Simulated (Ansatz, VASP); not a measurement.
## P: VASP beside Ansatz

```
P
1.0
     5.11466   -4.55729    0.00735
     5.11466    4.55729    0.00735
    -0.00563    0.00000    5.91625
P
8
Direct
  0.84060 0.84060 0.25202
  0.15940 0.15940 0.74798
  0.71844 0.71844 0.55955
  0.28156 0.28156 0.44045
  0.53251 0.77490 0.25612
  0.22510 0.46749 0.74388
  0.46749 0.22510 0.74388
  0.77490 0.53251 0.25612
```

Alike in both runs: functional PBE; k mesh 4 × 4 × 4; occupations gaussian, width 0.02 eV; no spin polarisation.

Ansatz relaxed the structure, and its values are those at the end. VASP's run is a single point on that final structure, the one shown.

|  | VASP | Ansatz |
| --- | --- | --- |
| version | VASP 6.6.1 | Ansatz 0.2.0 |
| potentials or method | VASP PAW PBE potentials, release 64 (P), cutoff 520 eV | scalar-relativistic, plane waves, PAW |
| valence electrons in the cell | 40 | 40 |

|  | VASP | Ansatz | Ansatz less VASP |
| --- | --- | --- | --- |
| gap on the k mesh at the Fermi level (eV) | 3.53 | 3.52 | -0.003 |
| least direct gap on the mesh (eV) | 3.59 | 3.57 | -0.016 |
| pressure (GPa) | -0.3 | 0.0 | +0.29 |
| rms of the force components (eV/Å) | 0.080 | 0.004 | -0.0756 |

The functional is the same, so the differences come from potentials, cutoffs and numerics.
